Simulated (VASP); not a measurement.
A run of VASP 6.6.1 is set up as follows.

The input INCAR:

```
SYSTEM = Se
PREC = Accurate
ENCUT = 520
EDIFF = 1E-8
ISMEAR = -1
SIGMA = 0.03
LREAL = .False.
LASPH = .True.
NELM = 60
ALGO = Normal
ISIF = 2
LWAVE = .False.
LCHARG = .False.
GGA = PE
LEFG = .True.
NBANDS = 16
```

The input KPOINTS:

```
Automatic mesh
0
Gamma
  6 6 5
  0 0 0
```

Contents of POSCAR:

```
Se
1.0
    4.4098619484      0.0000000000      0.0000000000
   -2.2049309742      3.8190524745      0.0000000000
    0.0000000000      0.0000000000      4.9536000000
Se
3
Direct
    0.2254000000      0.0000000000      0.3333333333
    0.0000000000      0.2254000000      0.6666666667
    0.7746000000      0.7746000000      0.0000000000
```

Potentials or basis: VASP PAW PBE potentials, release 64 (Se).

Command:

```bash
$ cat potpaw_PBE.64/Se/POTCAR > POTCAR
$ mpirun -np 1 vasp_std > vasp.out
```

Q: Predict the largest force.

A: 0.240 eV/Å.

Q: Predict the band gap on the k mesh.

A: 1.31 eV, indirect (least direct gap 1.54 eV).

Stress tensor (GPa, compression positive):
```
1.42 0.00 0.00
0.00 1.42 0.00
0.00 0.00 2.94
```

Caveat: the cell differs from its parent crystal (equal xx and yy strain of +1 %); without QUAD_EFG the Cq values of the log hold for a quadrupole moment of 1 mb, not for the nuclei. A k mesh can miss the band edges.
